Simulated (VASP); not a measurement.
A run of VASP 6.6.1 is set up as follows.

Contents of INCAR:

```
SYSTEM = Si4N
ALGO     = Normal         ! electronic algorithm
DIPOL    = 0.5 0.5 0.335
EDIFF    = 1E-6           ! SCF threshold, eV
ENCUT    = 520            ! plane-wave cutoff, eV
GGA      = PE             ! functional
IDIPOL   = 3            
ISIF     = 2              ! what is computed and relaxed
ISMEAR   = 0              ! smearing method
ISPIN    = 2              ! spin polarisation
IVDW     = 12             ! dispersion correction
LASPH    = .True.         ! aspherical terms in the spheres
LCHARG   = .False.        ! write CHGCAR
LDIPOL   = .True.       
LORBIT   = 11             ! projections on sites
LREAL    = .False.        ! projectors in reciprocal space
LWAVE    = .False.        ! write WAVECAR
MAGMOM   = 0 0 0 0 3      ! initial moments
NBANDS   = 22             ! bands
NELM     = 150            ! most SCF steps
PREC     = Accurate       ! precision mode
SIGMA    = 0.05           ! smearing width, eV
```

KPOINTS

```
k-points
0
Gamma
  7 7 1
  0 0 0
```

The input POSCAR:

```
Si4N
1.0
    3.8333442755      0.0000000000      0.0000000000
    0.0000000000      3.8333442755      0.0000000000
    0.0000000000      0.0000000000     21.1034818114
Si N
4 1
Direct
    0.0000000000      0.5000000000      0.1895421825
    0.0000000000      0.0000000000      0.2537634269
    0.5000000000      0.0000000000      0.3207061922
    0.5000000000      0.5000000000      0.3839879070
    0.8750000000      0.8750000000      0.5261445439
```

Potentials or basis: VASP PAW PBE potentials, release 64 (Si, N).

Command:

```bash
$ cat potpaw_PBE.64/Si/POTCAR potpaw_PBE.64/N/POTCAR > POTCAR
$ mpirun -np 1 vasp_std > vasp.out
```

(1) What does it give for the net moment?

(2) Estimate the dispersion energy per atom.

(3) Estimate the site moments.

(4) Predict the largest force.

Answers

(1) 2.70 μB per cell.

(2) -0.199 eV.

(3) Si -0.02, -0.01, -0.04; N +1.91 μB.

(4) 0.171 eV/Å.
